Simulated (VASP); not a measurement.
Ti: single point with BHLYP

Crystal: Ti.

```xyz
1
Lattice="-1.6410 1.6410 1.6410 1.6410 -1.6410 1.6410 1.6410 1.6410 -1.6410" Properties=species:S:1:pos:R:3 pbc="T T T"
Ti    0.0000    0.0000    0.0000
```

This isn't the form of Ti at room conditions, which is hcp.

```
Program             : VASP 6.6.1
Task                : single point
Functional          : BHLYP
Potentials or basis : VASP PAW PBE potentials, release 64 (Ti_sv)
Cutoff              : 520 eV
k mesh              : 7 × 7 × 7
Occupations         : fermi-dirac, width 0.05 eV
Spin                : no spin polarisation
```

The pressure is -1.3 GPa and the band gap on the k mesh is zero (bands 6 and 7 overlap by 5.04 eV).

Levels at points of the mesh, in eV from the Fermi level:
```csv
k point,band 4,band 5,band 6,band 7,band 8,band 9
"(0.00, 0.00, 0.00)",-40.26,-9.51,2.86,2.86,2.86,4.56
```

Run time: 24 min on 1 thread of AMD EPYC 7R43 64-Core Processor (Zen 3) (shared host), peak memory 0.12 GiB.

Caveat: the k points lie up to 0.39 Å⁻¹ apart, too coarse for converged energies and pressures of a metal; the PAW data sets were made with another functional, which shifts forces and pressure a little.
